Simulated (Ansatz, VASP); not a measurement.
# Two plane-wave programs on Ru

```
CELL_PARAMETERS angstrom
2.72356 0.00000 0.00000
-1.36178 2.35867 0.00000
0.00000 0.00000 4.28908
ATOMIC_POSITIONS crystal
Ru 0.33333 0.66667 0.25000
Ru 0.66667 0.33333 0.75000
```

Alike in both runs: task single point; functional PBE; k mesh 13 × 13 × 7; occupations fermi-dirac, width 0.2 eV; no spin polarisation.

|  | VASP | Ansatz |
| --- | --- | --- |
| version | VASP 6.6.1 | Ansatz 0.2.0 |
| potentials or method | VASP PAW PBE potentials, release 64 (Ru_pv), cutoff 520 eV | plane waves (420 eV) with PAW, scalar-relativistic |
| valence electrons in the cell | 28 | 32 |

Ansatz gave:

* pressure (GPa): 0.9
* traceless stress, the component that is largest in VASP (GPa): 0.72

Problem. Estimate VASP's values.

Solution. Pressure (GPa): 0.8; traceless stress, the component that is largest in VASP (GPa): 0.73.

With one functional, cell and mesh, what is left measures potentials, basis and numerics. VASP's potentials hold 28 valence electrons a cell and Ansatz's 32, so a difference there can come from the potentials and not from the codes.
